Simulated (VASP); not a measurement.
Set up this calculation in VASP 6.6.1, as the native input.

```yaml
Task: single point
Functional: PBE
Potentials_or_basis: VASP PAW PBE potentials, release 64 (Ti_sv)
Cutoff: 500 eV
k_mesh: 3 × 3 × 3
Occupations: gaussian, width 0.1 eV
Spin: no spin polarisation
Dipole_correction: no
Further_INCAR_settings: ALGO = Normal; EDIFF = 1e-06; NBANDS = 12
```

The structure of Ti lies in POSCAR:

```
Ti
1.0
    0.0000000000      2.0300000000      2.0300000000
    2.0300000000      0.0000000000      2.0300000000
    2.0300000000      2.0300000000      0.0000000000
Ti
1
Direct
    0.0000000000      0.0000000000      0.0000000000
```

One way to write it, as run:

INCAR

```
SYSTEM = Ti
  PREC = Accurate
  ENCUT = 500
  EDIFF = 1E-6
  ISMEAR = 0
  SIGMA = 0.1
  LREAL = .FALSE.
  LASPH = .TRUE.
  NELM = 120
  ALGO = Normal
  ISIF = 2
  LWAVE = .FALSE.
  LCHARG = .FALSE.
  GGA = PE
  NBANDS = 12
  GGA_COMPAT = .FALSE.
```

KPOINTS

```
Automatic mesh
0
G
  3 3 3
  0 0 0
```

Potentials or basis: VASP PAW PBE potentials, release 64 (Ti_sv).

Launch:

```sh
$ cat potpaw_PBE.64/Ti_sv/POTCAR > POTCAR
$ mpirun -np 1 vasp_std > vasp.out
```

It gave:

The pressure is 4.8 GPa. The band gap on the k mesh is zero (band 6 reaches 9.46 eV, above the bottom of band 7 at 8.75 eV).

Caveat: the k points lie up to 0.89 Å⁻¹ apart.

It took 4.5 s on 1 thread of AMD EPYC 7R13, with other jobs on the host, peak memory 0.1 GiB.
